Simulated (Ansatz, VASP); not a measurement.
**BiH3Pb: VASP beside Ansatz**

File INCAR:

```
PREC     = Accurate       # precision mode
ENCUT    = 600            # plane-wave cutoff, eV
EDIFF    = 1E-7           # SCF threshold, eV
ISMEAR   = 0              # smearing method
SIGMA    = 0.1            # smearing width, eV
LREAL    = F              # projectors in reciprocal space
LASPH    = T              # aspherical terms in the spheres
NELM     = 60             # most SCF steps
ALGO     = Fast           # electronic algorithm
ISIF     = 3              # what is computed and relaxed
LWAVE    = F              # write WAVECAR
LCHARG   = F              # write CHGCAR
GGA      = PE             # functional
IBRION   = 2              # ionic algorithm
NSW      = 90             # ionic steps
EDIFFG   = -0.04          # ionic threshold
```

KPOINTS

```
Automatic mesh
0
Gamma
  6 6 4
```

File POSCAR:

```
BiH3Pb
1.0
    3.6839072800      0.0000000000      0.0000000000
   -1.8419536400      3.1903572900      0.0000000000
    0.0000000000      0.0000000000      6.0029001500
Bi H Pb
1 3 1
Direct
    0.0000000000      0.0000000000      0.5792162200
    0.5242389100      0.4757610900      0.6073962100
    0.5242389100      0.0484778100      0.6073962100
    0.9515221900      0.4757610900      0.6073962100
    0.0000000000      0.0000000000      0.1732608900
```

Input for Ansatz:

```yaml
crystal:
  lattice:
    - [3.68390728, 0.0, 0.0]
    - [-1.84195364, 3.19035729, 0.0]
    - [0.0, 0.0, 6.00290015]
  atoms:
    - { symbol: Bi, position: [0.0, 0.0, 0.57921622] }
    - { symbol: H, position: [0.52423891, 0.47576109, 0.60739621] }
    - { symbol: H, position: [0.52423891, 0.04847781, 0.60739621] }
    - { symbol: H, position: [0.95152219, 0.47576109, 0.60739621] }
    - { symbol: Pb, position: [0.0, 0.0, 0.17326089] }
basis:
  ecutwfc: 420
kpoints:
  mp_grid: { grid: [6, 6, 4] }
hamiltonian:
  xc: pbe
scf:
  occupations: { method: gaussian, width: 0.1 }
  lower_state_search: "off"
output:
  forces: true
  stress: true
  eigenvalues: true
relax:
  adjacent_minimum: "off"
  f_tol: 0.04
  max_steps: 70
  cell: { stress_tol: 0.4 }
```

Alike in both runs: task relaxation of cell and atoms; functional PBE; k mesh 6 × 6 × 4; occupations gaussian, width 0.1 eV; no spin polarisation.

```csv
,VASP,Ansatz
version,VASP 6.6.1,Ansatz 0.2.0
potentials or method,"VASP PAW PBE potentials, release 64 (Bi_d, H, Pb_d), cutoff 600 eV","scalar-relativistic, plane waves, PAW"
valence electrons in the cell,32,32
```

|  | VASP | Ansatz | Ansatz less VASP |
| --- | --- | --- | --- |
| gap on the k mesh at the Fermi level, each at its own relaxed structure (eV) | none | none | - |
| relaxed volume (Å³/atom) | 18.19 | 18.27 | +0.083 |
| relaxed length of the cell vector where the two differ most in proportion (Å) | 3.909 | 3.919 | +0.0096 |

A gap of «none» marks a metal or a gap that the smearing closes.

Neither program's run includes spin-orbit coupling. Noted on VASP's run: the volume moved by over 15 % at a fixed basis, so the end points are rough.
